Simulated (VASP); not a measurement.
Set up this calculation in VASP 6.6.1, as the native input.

```yaml
Task: relaxation of cell and atoms
Functional: PBE
Potentials_or_basis: VASP PAW PBE potentials, release 64 (Zr_sv, Ga_d, S)
Cutoff: 600 eV
k_mesh: 12 × 12 × 6
Occupations: gaussian, width 0.1 eV
Spin: no spin polarisation
Dipole_correction: no
Further_INCAR_settings: ALGO = Normal; EDIFF = 1e-06; IBRION = 2; EDIFFG = -0.01; NSW = 100; ISIF = 3
```

The structure of ZrGa2S2 lies in POSCAR:

```
ZrGa2S2
1.0
    4.1033511500      0.0000000000      0.0000000000
   -2.0516755700      3.5536063300      0.0000000000
    0.0000000000      0.0000000000      8.0239985500
Zr Ga S
1 2 2
Direct
    0.6666666700      0.3333333300      0.0000000000
    0.0000000000      0.0000000000      0.7055339800
    0.0000000000      0.0000000000      0.2944660200
    0.6666666700      0.3333333300      0.5000000000
    0.3333333300      0.6666666700      0.0000000000
```

The cell was built from a structure type or drawn by symmetry, and may not be a known phase.

One way to write it, as run:

INCAR

```
SYSTEM = ZrGa2S2
PREC     = Accurate       ! precision mode
ENCUT    = 600            ! plane-wave cutoff, eV
EDIFF    = 1E-6           ! SCF threshold, eV
ISMEAR   = 0              ! smearing method
SIGMA    = 0.1            ! smearing width, eV
LREAL    = .False.        ! projectors in reciprocal space
LASPH    = .True.         ! aspherical terms in the spheres
NELM     = 100            ! most SCF steps
ALGO     = Normal         ! electronic algorithm
ISIF     = 3              ! what is computed and relaxed
LWAVE    = .False.        ! write WAVECAR
LCHARG   = .False.        ! write CHGCAR
GGA      = PE             ! functional
IBRION   = 2              ! ionic algorithm
NSW      = 100            ! ionic steps
EDIFFG   = -0.01          ! ionic threshold
```

KPOINTS

```
Automatic mesh
0
Gamma
  12 12 6
  0 0 0
```

Potentials or basis: VASP PAW PBE potentials, release 64 (Zr_sv, Ga_d, S).

The run is started by

```console
$ cat potpaw_PBE.64/Zr_sv/POTCAR potpaw_PBE.64/Ga_d/POTCAR potpaw_PBE.64/S/POTCAR > POTCAR
$ mpirun -np 1 vasp_std > vasp.out
```

It gave:

```
Relaxed volume                        : 19.95 Å³/atom
Relaxed cell                          : a = 4.614 Å, b = 4.614 Å, c = 5.409 Å, α = 90.00°, β = 90.00°, γ = 120.00°
Space group after relaxing (to 0.1 Å) : P-6m2 (No. 187)
Energy gained by relaxing             : 210.5 meV/atom
Ionic steps                           : 32
Pressure after relaxing               : 0.0 GPa
Band gap on the k mesh                : zero (bands 25 and 26 overlap by 2.21 eV)
```

Caveat: a cell axis changed by over 15 % at a fixed basis, so the end point is rough.

It took 83 min on 1 thread of Intel(R) Xeon(R) 6975P-C (Granite Rapids), with other jobs on the host, peak memory 0.54 GiB.
